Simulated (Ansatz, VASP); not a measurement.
# Te: VASP beside Ansatz

Contents of INCAR:

```
SYSTEM = Te
PREC = Accurate ; ENCUT = 600
EDIFF = 1E-6 ; ISMEAR = -1
SIGMA = 0.1 ; LREAL = .False.
LASPH = .True. ; NELM = 80
ALGO = Normal ; ISIF = 3
LWAVE = .False. ; LCHARG = .False.
GGA = RE ; IBRION = 2
NSW = 80 ; EDIFFG = -0.01
```

Contents of KPOINTS:

```
Automatic mesh
0
Gamma
  10 10 10
  0 0 0
```

Contents of POSCAR:

```
Te
1.0
    3.1462212359      0.0000000000      0.0000000000
    0.0000000000      3.1462212359      0.0000000000
    0.0000000000      0.0000000000      3.1462212359
Te
1
Direct
    0.0000000000      0.0000000000      0.0000000000
```

Input for Ansatz:

```yaml
crystal:
  lattice:
    - [3.1462212359, 0.0, 0.0]
    - [0.0, 3.1462212359, 0.0]
    - [0.0, 0.0, 3.1462212359]
  atoms:
    - { symbol: Te, position: [0.0, 0.0, 0.0] }
hamiltonian:
  xc: revpbe
  pseudopotentials:
    kind: paw
    azcp:
      Te: "pseudopotentials/Te.paw.azcp"
basis:
  ecutwfc: 420
  fft_grid_basis: typed
kpoints:
  mp_grid: { grid: [10, 10, 10], shift: [0, 0, 0] }
magnetization:
  spin_polarized: false
scf:
  occupations: { method: fermi_dirac, width: 0.1 }
relax:
  max_steps: 60
  f_tol: 0.01
  cell: {}
```

Alike in both runs: task relaxation of cell and atoms; functional revPBE; k mesh 10 × 10 × 10; occupations fermi-dirac, width 0.1 eV; no spin polarisation.

```csv
,VASP,Ansatz
version,VASP 6.6.1,Ansatz 0.2.0
potentials or method,"VASP PAW PBE potentials, release 64 (Te), cutoff 600 eV","plane waves (420 eV) with PAW, scalar-relativistic"
valence electrons in the cell,6,16
```

|  | VASP | Ansatz | Ansatz less VASP |
| --- | --- | --- | --- |
| relaxed volume (Å³/atom) | 33.40 | 33.45 | +0.050 |
| relaxed cell length with the largest relative difference (Å) | 3.220 | 3.222 | +0.0016 |

VASP's potentials were made for PBE, not for revPBE. VASP's potentials hold 6 valence electrons a cell and Ansatz's 16, so a difference there can come from the potentials and not from the codes.

Neither program's run includes spin-orbit coupling.
